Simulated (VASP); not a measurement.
# CoMo (P-6m2) in VASP: notebook, part 3 of 3

VASP 6.6.1. Earlier steps stand in the parts before.

### 6 Single point, LDA, collinear spin, ferromagnetic start (15.52 Å³/atom)

This run uses another cell than the first one, of 15.52 Å³/atom.

File INCAR:

```
PREC = Accurate
ENCUT = 520
EDIFF = 1E-6
ISMEAR = -1
SIGMA = 0.05
LREAL = F
LASPH = T
NELM = 150
ALGO = Normal
ISIF = 2
LWAVE = F
LCHARG = F
ISPIN = 2
MAGMOM = 2 0
LORBIT = 11
LMAXMIX = 4
GGA = CA
NBANDS = 22
```

File KPOINTS:

```
Automatic mesh
0
Gamma
  14 14 8
```

File POSCAR:

```
CoMo
1.0
    2.8477890811      0.0000000000      0.0000000000
   -1.4238945405      2.4662576888      0.0000000000
    0.0000000000      0.0000000000      4.4209203655
Co Mo
1 1
Direct
    0.6666666667      0.3333333333      0.5000000000
    0.3333333333      0.6666666667      0.0000000000
```

Potentials or basis: VASP PAW LDA potentials, release 64 (Co, Mo_sv).

Launch:

```bash
$ cat potpaw_LDA.64/Co/POTCAR potpaw_LDA.64/Mo_sv/POTCAR > POTCAR
$ mpirun -np 1 vasp_std > vasp.out
```

OUTCAR:

```text
PREC = Accurate
   ENCUT = 520
   EDIFF = 1E-6
   ISMEAR = -1
   LREAL = F
   LASPH = T
   NELM = 150
   ISIF = 2
   ISPIN = 2
   LORBIT = 11
   GGA = CA

 ion  position               nearest neighbor table
   1  0.667  0.333  0.500-   2 2.75   2 2.75   2 2.75   2 2.75   2 2.75   2 2.75
   2  0.333  0.667  0.000-   1 2.75   1 2.75   1 2.75   1 2.75   1 2.75   1 2.75

  LATTYP: Found a hexagonal cell.
 ALAT       =     2.8477890811
 C/A-ratio  =     1.5524044231

  Lattice vectors:

 A1 = (   2.8477890811,   0.0000000000,   0.0000000000)
 A2 = (  -1.4238945405,   2.4662576888,   0.0000000000)
 A3 = (   0.0000000000,   0.0000000000,   4.4209203655)

Analysis of symmetry for initial positions (statically):
=====================================================================
 Subroutine PRICEL returns:
 Original cell was already a primitive cell.

 Routine SETGRP: Setting up the symmetry group for a
 hexagonal supercell.

 Subroutine GETGRP returns: Found 12 space group operations
 (whereof 12 operations were pure point group operations)
 out of a pool of 24 trial point group operations.

The static configuration has the point symmetry D_3h.

Analysis of symmetry for dynamics (positions and initial velocities):
=====================================================================
 Subroutine PRICEL returns:
 Original cell was already a primitive cell.

 Routine SETGRP: Setting up the symmetry group for a
 hexagonal supercell.

 Subroutine GETGRP returns: Found 12 space group operations
 (whereof 12 operations were pure point group operations)
 out of a pool of 24 trial point group operations.

The dynamic configuration has the point symmetry D_3h.

Analysis of structural, dynamic, and magnetic symmetry:
=====================================================================
 Subroutine PRICEL returns:
 Original cell was already a primitive cell.

 Routine SETGRP: Setting up the symmetry group for a
 hexagonal supercell.

 Subroutine GETGRP returns: Found 12 space group operations
 (whereof 12 operations were pure point group operations)
 out of a pool of 24 trial point group operations.

The overall configuration has the point symmetry D_3h.

 Subroutine INISYM returns: Found 12 space group operations
 (whereof 12 operations are pure point group operations),
 and found     1 'primitive' translations

----------------------------------------------------------------------------------------

                                     Primitive cell

  volume of cell :      31.0498

  direct lattice vectors                    reciprocal lattice vectors
     2.847789081  0.000000000  0.000000000     0.351149601  0.202736317  0.000000000
    -1.423894541  2.466257689  0.000000000     0.000000000  0.405472634  0.000000000
     0.000000000  0.000000000  4.420920365     0.000000000  0.000000000  0.226197243

  length of vectors
     2.847789081  2.847789081  4.420920365     0.405472634  0.405472634  0.226197243

  position of ions in fractional coordinates (direct lattice)
     0.666666667  0.333333333  0.500000000
     0.333333333  0.666666667  0.000000000

  ion indices of the primitive-cell ions
[... 59 lines left out ...]
   total plane-waves  NPLWV =  20736
   dimension x,y,z NGX =    24 NGY =   24 NGZ =   36
   dimension x,y,z NGXF=    48 NGYF=   48 NGZF=   72
   ions per type =               1   1
   NGX,Y,Z   is equivalent  to a cutoff of  14.01, 14.01, 13.54 a.u.
   NGXF,Y,Z  is equivalent  to a cutoff of  28.02, 28.02, 27.08 a.u.
 SYSTEM =  unknown system
   PREC   = accura    normal or accurate (medium, high low for compatibility)
   ISTART =      0    job   : 0-new  1-cont  2-samecut
   ICHARG =      2    charge: 1-file 2-atom 10-const
   ISPIN  =      2    spin polarized calculation?
   LNONCOLLINEAR =      F non collinear calculations
   LSORBIT =      F    spin-orbit coupling
   LASPH  =      T    aspherical Exc in radial PAW
   ENCUT  =  520.0 eV  38.22 Ry    6.18 a.u.   5.30  5.30  8.22*2*pi/ulx,y,z
   NELM   =    150;   NELMIN=  2; NELMDL= -5     # of ELM steps
   EDIFF  = 0.1E-05   stopping-criterion for ELM
   LREAL  =      F    real-space projection
   EDIFFG = 0.1E-04   stopping-criterion for IOM
   NSW    =      0    number of steps for IOM
   IBRION =     -1    ionic relax: 0-MD 1-quasi-New 2-CG
   NFREE  =      0    steps in history (QN), initial steepest desc. (CG)
   ISIF   =      2    stress and relaxation
   ISYM   =      2    0-nonsym 1-usesym 2-fastsym
   POTIM  = 0.5000    time-step for ionic-motion
   TEBEG  =    0.0;   TEEND  =   0.0 temperature during run
   PSTRESS=    0.0 pullay stress
   NELECT =      23.0000    total number of electrons
   NUPDOWN=      -1.0000    fix difference up-down
   EMIN   =  10.00;   EMAX   =-10.00  energy-range for DOS
   EFERMI =   0.00;   METHOD = LEGACY
   ISMEAR =    -1;   SIGMA  =   0.05  broadening in eV -4-tet -1-fermi 0-gaus
   EFERMI_NEDOS =   21; number of points for ismear=-14 and -15
   IALGO  =     38    algorithm
   IMIX   =      4    mixing-type and parameters
     AMIX     =   0.40;   BMIX     =  1.00
     AMIX_MAG =   1.60;   BMIX_MAG =  1.00
  volume/ion in A,a.u.               =      15.52       104.77
  Fermi-wavevector in a.u.,A,eV,Ry     =   1.481259  2.799174 29.852943  2.194129
  Thomas-Fermi vector in A             =   2.595192
   LORBIT       =     11    0 simple, 1 ext, 2 COOP (PROOUT), +10 PAW based schemes
   GGA     = CA    functional components
   LHFCALC =     F    Hartree Fock is set to
   AEXX    =    0.0000 exact exchange contribution
   IVDW    =     0    specifies the selected vdW correction
   LEPSILON=     F    determine dielectric tensor
   LRPA    =     F    only Hartree local field effects (RPA)
 spin polarized calculation
  energy-cutoff  :      520.00
  volume of cell :       31.05
 maximum number of plane-waves:       857
 NGX is ok and might be reduce to    24
   NGX = 11   NGY = 11   NGZ = 17

 number of electron      23.0000003 magnetization       0.5653453

 Free energy of the ion-electron system (eV)
  ---------------------------------------------------
  ext. energy  EPLUGINS =         0.00000000
  ---------------------------------------------------
  free energy    TOTEN  =       -19.10661195 eV

  energy without entropy =      -19.08631568  energy(sigma->0) =      -19.09646381

 E-fermi :   8.8709     XC(G=0): -12.7494

 val. band max:        8.8688122312   @ k =   0.2143   0.0714   0.1250
 cond. band min:       8.8741937847   @ k =   0.3571   0.2857   0.0000
 fundamental gap:      0.0053815535
 Fermi energy:         8.8708603405

 spin component 1

 k-point     1 :       0.0000    0.0000    0.0000
  band No.  band energies     occupation
      1     -51.6929      1.00000
      2     -25.9729      1.00000
      3     -25.3827      1.00000
      4     -25.3827      1.00000
      5       1.9371      1.00000
      6       4.8508      1.00000
[... 589 lines left out ...]
     21      23.1788      0.00000
     22      23.9128      0.00000

 [... further k-points ...]

 spin component 2

 k-point     1 :       0.0000    0.0000    0.0000
  band No.  band energies     occupation
      1     -51.7368      1.00000
      2     -26.0310      1.00000
      3     -25.4243      1.00000
      4     -25.4243      1.00000
      5       1.9491      1.00000
      6       4.9278      1.00000
[... 589 lines left out ...]
     21      23.2056      0.00000
     22      23.9161      0.00000

 [... further k-points ...]
[... 5 lines left out ...]
  --------------------------------------------------------------------------------------
  -------------------------------------------------------------------------------------
  Total       -7.2710115     -7.2710115     -7.1418281     -0.0000000     -0.0000000      0.0000000
  in kB     -375.1858476   -375.1858476   -368.5199579     -0.0000000     -0.0000000      0.0000000
  external PRESSURE =    -372.9638844 kB  Pullay stress =       0.0000000 kB

 VOLUME and BASIS-vectors are now :
 -----------------------------------------------------------------------------
  energy-cutoff  :      520.00
  volume of cell :       31.05
      direct lattice vectors                 reciprocal lattice vectors
     2.847789081  0.000000000  0.000000000     0.351149601  0.202736317  0.000000000
    -1.423894541  2.466257689  0.000000000     0.000000000  0.405472634  0.000000000
     0.000000000  0.000000000  4.420920365     0.000000000  0.000000000  0.226197243

 POSITION                                       TOTAL-FORCE (eV/Angst)
 -----------------------------------------------------------------------------------
      1.42389      0.82209      2.21046        -0.000000      0.000000      0.000000
     -0.00000      1.64417      0.00000         0.000000     -0.000000      0.000000
 -----------------------------------------------------------------------------------
    total drift:                                0.000000     -0.000000     -0.000000

  FREE ENERGIE OF THE ION-ELECTRON SYSTEM (eV)
  ---------------------------------------------------
  free  energy   TOTEN  =       -19.1066119464 eV

  energy  without entropy=      -19.0863156827  energy(sigma->0) =      -19.09646381

 total charge

# of ion       s       p       d       tot
------------------------------------------
    1        0.414   0.372   7.232   8.019
    2        2.360   6.145   3.779  12.284
--------------------------------------------------
tot          2.774   6.517  11.012  20.303

 magnetization (x)

# of ion       s       p       d       tot
------------------------------------------
    1       -0.002  -0.005   0.681   0.674
    2       -0.003  -0.006  -0.070  -0.080
--------------------------------------------------
tot         -0.005  -0.011   0.611   0.595
```

Run time: 2.5 min. Hardware: 1 thread of Intel Xeon Platinum 8259CL at 2.50GHz (Skylake/Cascade Lake), shared host; peak memory 0.24 GiB.

Results:

- Free energy: -19.1066 eV
- Pressure: -37.3 GPa
- Net moment: 0.57 μB per cell
- Site moments: Co +0.67; Mo -0.08 μB
- Valence electrons inside the program's atomic spheres: Co 8.02; Mo 12.28

Levels at points of the mesh, in eV from the Fermi level:
Spin up:
| k point | band 10 | band 11 | band 12 | band 13 | band 14 | band 15 |
| --- | --- | --- | --- | --- | --- | --- |
| (0.00, 0.00, 0.00) | -1.02 | -1.02 | -0.33 | -0.33 | 1.23 | 2.29 |
| (0.50, 0.00, 0.00) | -1.08 | -0.72 | -0.38 | 1.97 | 2.07 | 3.95 |
| (0.00, 0.00, 0.50) | -1.36 | -1.36 | -1.18 | 0.25 | 0.25 | 2.23 |
| (0.50, 0.00, 0.50) | -0.40 | -0.36 | 1.00 | 1.49 | 1.78 | 3.23 |
Spin down:
```tsv
k point	band 8	band 9	band 10	band 11	band 12	band 13	band 14	band 15
(0.00, 0.00, 0.00)	-0.84	-0.79	-0.53	-0.53	-0.29	-0.29	1.22	2.29
(0.50, 0.00, 0.00)	-1.26	-1.15	-0.78	-0.40	0.40	2.18	2.32	3.91
(0.00, 0.00, 0.50)	-1.23	-1.09	-1.09	-0.92	-0.92	0.48	0.48	2.24
(0.50, 0.00, 0.50)	-1.74	-0.56	0.05	0.34	0.99	1.50	1.98	3.31
```

Caveat: the cell stands under tension.

### 7 Single point, LDA (12.50 Å³/atom)

This run uses another cell than the first one, of 12.50 Å³/atom.

File INCAR:

```
PREC = Accurate
ENCUT = 690
EDIFF = 1E-6
ISMEAR = -1
SIGMA = 0.05
LREAL = F
LASPH = T
NELM = 120
ALGO = Normal
ISIF = 2
LWAVE = F
LCHARG = F
GGA = CA
NBANDS = 22
GGA_COMPAT = F
```

KPOINTS is that of step 6.

File POSCAR:

```
CoMo
1.0
    2.6492423353      0.0000000000      0.0000000000
   -1.3246211676      2.2943111632      0.0000000000
    0.0000000000      0.0000000000      4.1126955191
Co Mo
1 1
Direct
    0.6666666667      0.3333333333      0.5000000000
    0.3333333333      0.6666666667      0.0000000000
```

Potentials or basis: VASP PAW LDA potentials, release 64 (Co_sv, Mo_sv).

Launch:

```bash
$ cat potpaw_LDA.64/Co_sv/POTCAR potpaw_LDA.64/Mo_sv/POTCAR > POTCAR
$ mpirun -np 1 vasp_std > vasp.out
```

Run time: 34 s. Hardware: 1 thread of Intel Xeon 6975P-C (Granite Rapids), shared host; peak memory 0.21 GiB.

The run converged. Its results:

| Property | Result |
| --- | --- |
| Free energy | -20.0059 eV |
| Pressure | 0.0 GPa |
| Band gap on the k mesh | zero (an odd number of electrons rules out a gap without spin polarisation) |

Stress tensor (GPa, compression positive):
```
 0.02  0.00  0.00
 0.00  0.02  0.00
 0.00  0.00 -0.14
```

Levels at points of the mesh, in eV from the Fermi level:
```tsv
k point	band 12	band 13	band 14	band 15	band 16	band 17	band 18	band 19	band 20	band 21
(0.00, 0.00, 0.00)	-1.53	-1.33	-1.02	-1.02	-0.53	-0.53	1.62	3.08	3.08	10.95
(0.50, 0.00, 0.00)	-1.97	-1.53	-1.21	-0.80	0.12	2.89	3.08	5.32	7.81	10.62
(0.00, 0.00, 0.50)	-1.69	-1.69	-1.66	-1.66	-1.64	0.46	0.46	3.03	3.03	13.81
(0.50, 0.00, 0.50)	-2.75	-1.08	-0.23	0.07	1.24	2.13	2.25	4.49	5.33	9.31
```

Caveat: the run has no spin polarisation, though such a crystal can be magnetic. Spin polarisation is off, so any magnetic state and its effect on volume and gap are missing.

### 8 The runs side by side

```csv
potentials or basis,spin,cell,cutoff (eV),gap on the mesh (eV),pressure (GPa),moment (μB)
"VASP PAW LDA potentials, release 64 (Co, Mo_sv)","collinear, ferromagnetic start","a = 2.695, b = 2.695, c = 4.184 Å, angles 90.0, 90.0, 120.0°, 2 atoms",520,none,-12.6,0.32
"VASP PAW LDA potentials, release 64 (Co, Mo_sv)","collinear, ferromagnetic start","a = 2.739, b = 2.739, c = 4.252 Å, angles 90.0, 90.0, 120.0°, 2 atoms",520,none,-22.2,0.41
"VASP PAW LDA potentials, release 64 (Co, Mo_sv)","collinear, ferromagnetic start","a = 2.782, b = 2.782, c = 4.319 Å, angles 90.0, 90.0, 120.0°, 2 atoms",520,none,-29.6,0.47
"VASP PAW LDA potentials, release 64 (Co, Mo_sv)","collinear, ferromagnetic start","a = 2.848, b = 2.848, c = 4.421 Å, angles 90.0, 90.0, 120.0°, 2 atoms",520,none,-37.3,0.57
"VASP PAW LDA potentials, release 64 (Co_sv, Mo_sv)",off,"a = 2.649, b = 2.649, c = 4.113 Å, angles 90.0, 90.0, 120.0°, 2 atoms",690,none,0.0,-
```

Alike in all rows: task single point; level LDA; k mesh 14 × 14 × 8; smearing fermi-dirac 0.05 eV.

Caveats: the cell stands under tension (at least some runs).

Total energies depend on the potentials used, so only differences within one code and one set of settings carry meaning.
